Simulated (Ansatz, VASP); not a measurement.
## TePb in VASP and in Ansatz

```
Pb Te
1.0
     0.00000    3.21501    3.21501
     3.21501    0.00000    3.21501
     3.21501    3.21501    0.00000
Pb Te
1 1
Direct
  0.00000 0.00000 0.00000
  0.50000 0.50000 0.50000
```

Alike in both runs: task single point; functional PBE; k mesh 7 × 7 × 7; no spin polarisation.

```csv
,VASP,Ansatz
version,VASP 6.6.1,Ansatz 0.2.0
potentials or method,"VASP PAW PBE potentials, release 64 (Pb_d, Te), cutoff 500 eV",PAW plane waves
occupations,"fermi-dirac, width 0.1 eV",fermi-dirac
valence electrons in the cell,20,30
```

```tsv
	VASP	Ansatz	Ansatz less VASP
pressure (GPa)	2.8	2.8	+0.06
```

VASP's potentials hold 20 valence electrons a cell and Ansatz's 30, so a difference there can come from the potentials and not from the codes.

Spin-orbit coupling is off throughout.
